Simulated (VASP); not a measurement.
BiTe, 2 atoms in the cell. It takes space group Fm-3m (No. 225, cubic). Conventional cell: a = 6.444 Å, b = 6.444 Å, c = 6.444 Å, α = 90.00°, β = 90.00°, γ = 90.00°. Bi (site symmetry m-3m) has 6 Te at 3.22 Å within 4.2 Å. Within 4.2 Å of Te (site symmetry m-3m) lie 6 Bi at 3.22 Å. 

| Quantity | Value |
| --- | --- |
| Program | VASP 6.6.1 |
| Task | single point |
| Functional | PBEsol |
| Potentials or basis | VASP PAW PBE potentials, release 64 (Bi_d, Te) |
| Cutoff | 520 eV |
| k mesh | 12 × 12 × 12 |
| Occupations | fermi-dirac, width 0.15 eV |
| Spin | no spin polarisation |
| Dipole correction | no |
| Further INCAR settings | ALGO = Normal; EDIFF = 1e-07; NBANDS = 18 |

Potentials or basis: VASP PAW PBE potentials, release 64 (Bi_d, Te).

Run with:

```sh
$ cat potpaw_PBE.64/Bi_d/POTCAR potpaw_PBE.64/Te/POTCAR > POTCAR
$ mpirun -np 1 vasp_std > vasp.out
```

Hardware: 1 thread of AMD EPYC 7R13 Processor (Zen 3) (shared host).

Estimate the wall time of this run.

Run time: 78 s on 1 thread of AMD EPYC 7R13 Processor (Zen 3), on a shared host, peak memory 0.23 GiB. Counts: scf iterations 14, k points 72.
